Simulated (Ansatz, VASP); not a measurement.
## C in VASP and in Ansatz

INCAR

```
ALGO = Normal
EDIFF = 1E-7
ENCUT = 520
GGA = PS
ISIF = 2
ISMEAR = 0
LASPH = T
LCHARG = F
LREAL = F
LWAVE = F
NBANDS = 11
NELM = 60
PREC = Accurate
SIGMA = 0.05
```

The input KPOINTS:

```
k-points
0
Gamma
  15 15 15
```

POSCAR

```
C
1.0
    1.1666250292      0.6735512746      3.5143613814
   -1.1666250292      0.6735512746      3.5143613814
    0.0000000000     -1.3471025493      3.5143613814
C
2
Direct
    0.1640000000      0.1640000000      0.1640000000
    0.8360000000      0.8360000000      0.8360000000
```

Input for Ansatz:

```yaml
crystal:
  lattice:
    - [1.1666250292, 0.6735512746, 3.5143613814]
    - [-1.1666250292, 0.6735512746, 3.5143613814]
    - [0.0, -1.3471025493, 3.5143613814]
  atoms:
    - { symbol: C, position: [0.164, 0.164, 0.164] }
    - { symbol: C, position: [0.836, 0.836, 0.836] }
basis:
  ecutwfc: 420
kpoints:
  mp_grid: { grid: [15, 15, 15] }
hamiltonian:
  xc: pbesol
scf:
  occupations: { method: gaussian, width: 0.05 }
output:
  forces: true
  stress: true
  eigenvalues: true
```

Change from the starting cell: strain -0.050 along x and y, +0.050 along z, atoms carried along.

Alike in both runs: task single point; functional PBEsol; k mesh 15 × 15 × 15; occupations gaussian, width 0.05 eV; no spin polarisation.

|  | VASP | Ansatz |
| --- | --- | --- |
| version | VASP 6.6.1 | Ansatz 0.2.0 |
| potentials or method | VASP PAW PBE potentials, release 64 (C), cutoff 520 eV | scalar-relativistic, plane waves, PAW |
| valence electrons in the cell | 8 | 8 |

```tsv
	VASP	Ansatz	Ansatz less VASP
gap on the k mesh at the Fermi level (eV)	0.54	0.54	-0.001
least direct gap on the mesh (eV)	0.54	0.54	-0.001
pressure (GPa)	53.0	52.3	-0.72
traceless stress, the component that is largest in VASP (GPa)	-53.55	-52.73	+0.825
rms of the force components (eV/Å)	0.491	0.492	+0.0013
```

VASP's potentials were made for PBE, not for PBEsol. Atom by atom the forces differ by 0.001 eV/Å (rms over components). Both programs put the cell under a high pressure, so it lies far from rest at this level. With one functional, cell and mesh, what is left measures potentials, basis and numerics.
